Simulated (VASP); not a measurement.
Here is a VASP 6.6.1 calculation.

Contents of INCAR:

```
SYSTEM = Au
ALGO = Normal
EDIFF = 1E-7
ENCUT = 520
GGA = PS
ISIF = 2
ISMEAR = 0
LASPH = .TRUE.
LCHARG = .TRUE.
LELF = .TRUE.
LREAL = .FALSE.
LVHAR = .TRUE.
LWAVE = .FALSE.
NBANDS = 12
NELM = 80
PREC = Accurate
SIGMA = 0.15
```

File KPOINTS:

```
k-points
0
G
  20 20 20
  0 0 0
```

The input POSCAR:

```
Au
1.0
    0.0000000000      2.0455000000      2.1273200000
    2.0455000000      0.0000000000      2.1273200000
    2.0455000000      2.0455000000      0.0000000000
Au
1
Direct
    0.0000000000      0.0000000000      0.0000000000
```

Potentials or basis: VASP PAW PBE potentials, release 64 (Au).

The run is started by

```bash
$ cat potpaw_PBE.64/Au/POTCAR > POTCAR
$ mpirun -np 1 vasp_std > vasp.out
```

(1) What does it give for the band gap on the k mesh?

(2) What does it give for the pressure?

## Answers

(1) zero (an odd number of electrons rules out a gap without spin polarisation).

(2) -7.1 GPa.

Caveat: the cell differs from its parent crystal (strain +0.000 along x and y, +0.040 along z); the cell stands under tension; the PAW data sets were made with another functional, which shifts forces and pressure a little; spin-orbit coupling is left out, which moves the levels of the heavy elements.
